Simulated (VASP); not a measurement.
Wanted: the native input for a VASP 6.6.1 run.

```yaml
Task: single point
Functional: r2SCAN
Potentials_or_basis: VASP PAW PBE potentials, release 64 (Rh_pv)
Cutoff: 520 eV
k_mesh: 11 × 11 × 6
Occupations: fermi-dirac, width 0.05 eV
Spin: no spin polarisation
Dipole_correction: no
Further_INCAR_settings: ALGO = Normal; EDIFF = 1e-07; NBANDS = 22
```

The system is Rh.

```xyz
2
Lattice="2.7845 0.0000 0.0000 -1.3923 2.4115 0.0000 0.0000 0.0000 4.5153" Properties=species:S:1:pos:R:3 pbc="T T T"
Rh    0.0000    1.6077    1.1288
Rh    1.3923    0.8038    3.3865
```

The input as run:

POSCAR

```
Rh
1.0
    2.7845412492      0.0000000000      0.0000000000
   -1.3922706246      2.4114834597      0.0000000000
    0.0000000000      0.0000000000      4.5153441684
Rh
2
Direct
    0.3333333333      0.6666666667      0.2500000000
    0.6666666667      0.3333333333      0.7500000000
```

INCAR.step1

```
PREC = Accurate
ENCUT = 520
ISMEAR = -1
SIGMA = 0.05
LREAL = F
LASPH = T
NELM = 100
NBANDS = 22
GGA = PE
ALGO = Normal
EDIFF = 1E-4
LWAVE = T
LCHARG = F
```

INCAR.step2

```
PREC = Accurate
ENCUT = 520
EDIFF = 1E-7
ISMEAR = -1
SIGMA = 0.05
LREAL = F
LASPH = T
NELM = 100
ALGO = Normal
ISIF = 2
LWAVE = F
LCHARG = F
METAGGA = R2SCAN
LMIXTAU = T
NBANDS = 22
ISTART = 1
```

KPOINTS

```
regular mesh
0
Gamma
  11 11 6
```

Potentials or basis: VASP PAW PBE potentials, release 64 (Rh_pv).

The run is started by

```bash
$ cat potpaw_PBE.64/Rh_pv/POTCAR > POTCAR
$ cp INCAR.step1 INCAR
$ mpirun -np 1 vasp_std > vasp.out
$ cp INCAR.step2 INCAR
$ mpirun -np 1 vasp_std > vasp.out
```

Results of the run:

- Pressure: -20.2 GPa
- Band gap on the k mesh: zero (band 15 reaches 10.63 eV, above the bottom of band 16 at 8.57 eV)

Caveat: the PAW data sets were made with another functional, which shifts forces and pressure a little.

Wall time 69 s on 1 thread of Intel(R) Xeon(R) 6975P-C (Granite Rapids), with other jobs on the host, peak memory 0.18 GiB.
